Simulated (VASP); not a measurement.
Write the native input for VASP 6.6.1 that does the following.

| Property | Result |
| --- | --- |
| Task | relaxation of cell and atoms |
| Functional | r2SCAN |
| Potentials or basis | VASP PAW PBE potentials, release 64 (Ag) |
| Cutoff | 600 eV |
| k mesh | 18 × 18 × 18 |
| Occupations | gaussian, width 0.1 eV |
| Spin | no spin polarisation |
| Target pressure | 20 GPa |
| Dipole correction | no |
| Further INCAR settings | ALGO = Normal; EDIFF = 1e-07; IBRION = 2; EDIFFG = -0.008; NSW = 70; ISIF = 3 |

Crystal: Ag.

```xyz
1
Lattice="0.0000 1.9600 1.9600 1.9600 0.0000 1.9600 1.9600 1.9600 0.0000" Properties=species:S:1:pos:R:3 pbc="T T T"
Ag    0.0000    0.0000    0.0000
```

These files were run (other wordings do the same):

POSCAR

```
Ag
1.0
    0.0000000000      1.9599714706      1.9599714706
    1.9599714706      0.0000000000      1.9599714706
    1.9599714706      1.9599714706      0.0000000000
Ag
1
Direct
    0.0000000000      0.0000000000      0.0000000000
```

INCAR.step1

```
SYSTEM = Ag
  PREC = Accurate
  ENCUT = 600
  ISMEAR = 0
  SIGMA = 0.1
  LREAL = .False.
  LASPH = .True.
  NELM = 60
  GGA = PE
  ALGO = Normal
  EDIFF = 1E-4
  LWAVE = .True.
  LCHARG = .False.
```

INCAR.step2

```
SYSTEM = Ag
  PREC = Accurate
  ENCUT = 600
  EDIFF = 1E-7
  ISMEAR = 0
  SIGMA = 0.1
  LREAL = .False.
  LASPH = .True.
  NELM = 60
  ALGO = Normal
  ISIF = 3
  LWAVE = .False.
  LCHARG = .False.
  METAGGA = R2SCAN
  LMIXTAU = .True.
  IBRION = 2
  NSW = 70
  EDIFFG = -0.008
  PSTRESS = 200.0
  ISTART = 1
```

KPOINTS

```
regular mesh
0
Gamma
  18 18 18
  0 0 0
```

Potentials or basis: VASP PAW PBE potentials, release 64 (Ag).

The run is started by

```bash
$ cat potpaw_PBE.64/Ag/POTCAR > POTCAR
$ cp INCAR.step1 INCAR
$ mpirun -np 1 vasp_std > vasp.out
$ cp INCAR.step2 INCAR
$ mpirun -np 1 vasp_std > vasp.out
```

Results of the run:

| Quantity | Value |
| --- | --- |
| Relaxed volume | 15.18 Å³/atom |
| Relaxed cell | a = 2.779 Å, b = 2.779 Å, c = 2.779 Å, α = 60.00°, β = 60.00°, γ = 60.00° |
| Space group after relaxing (to 0.1 Å) | Fm-3m (No. 225) |
| Energy change on relaxing (the run minimises the enthalpy) | -15.6 meV/atom |
| Ionic steps | 3 |
| Pressure after relaxing | 20.0 GPa |
| Band gap on the k mesh | zero (an odd number of electrons rules out a gap without spin polarisation) |

Caveat: the cell is relaxed towards a set pressure, so the run minimises the enthalpy, not the energy; the PAW data sets were made with another functional, which shifts forces and pressure a little.

It took 5.4 min on 1 thread of AMD EPYC 7R13 Processor (Zen 3), on a shared host, peak memory 0.15 GiB.
